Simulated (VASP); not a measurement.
Write the native input for VASP 6.6.1 that does the following.

```yaml
Task: relaxation of cell and atoms
Functional: PBEsol
Potentials_or_basis: VASP PAW PBE potentials, release 64 (As)
Cutoff: 600 eV
k_mesh: 15 × 15 × 15
Occupations: methfessel-paxton, width 0.1 eV
Spin: no spin polarisation
Dipole_correction: no
Further_INCAR_settings: ALGO = Normal; EDIFF = 1e-06; IBRION = 2; EDIFFG = -0.02; NSW = 80; ISIF = 3
```

The structure of As lies in POSCAR:

```
As
1.0
    2.8700000000      0.0000000000      0.0000000000
    0.0000000000      2.8700000000      0.0000000000
    0.0000000000      0.0000000000      2.8700000000
As
1
Direct
    0.0000000000      0.0000000000      0.0000000000
```

The input as run:

INCAR

```
SYSTEM = As
PREC = Accurate
ENCUT = 600
EDIFF = 1E-6
ISMEAR = 1
SIGMA = 0.1
LREAL = .FALSE.
LASPH = .TRUE.
NELM = 100
ALGO = Normal
ISIF = 3
LWAVE = .FALSE.
LCHARG = .FALSE.
GGA = PS
IBRION = 2
NSW = 80
EDIFFG = -0.02
```

KPOINTS

```
Automatic mesh
0
G
  15 15 15
  0 0 0
```

Potentials or basis: VASP PAW PBE potentials, release 64 (As).

Command:

```bash
$ cat potpaw_PBE.64/As/POTCAR > POTCAR
$ mpirun -np 1 vasp_std > vasp.out
```

It gave:

```json
{
 "Relaxed volume": "19.50 Å³/atom",
 "Relaxed cell": "a = 2.691 Å, b = 2.691 Å, c = 2.691 Å, α = 90.00°, β = 90.00°, γ = 90.00°",
 "Space group after relaxing (to 0.05 Å)": "Pm-3m (No. 221)",
 "Energy gained by relaxing": "173.4 meV/atom",
 "Ionic steps": "3",
 "Pressure after relaxing": "0.1 GPa"
}
```

Caveat: the volume moved by over 15 % at a fixed basis, so the end points are rough; the PAW data sets were made with another functional, which shifts forces and pressure a little.

It took 11 s on 1 thread of Intel Xeon 6975P-C, on a shared host, peak memory 0.16 GiB.
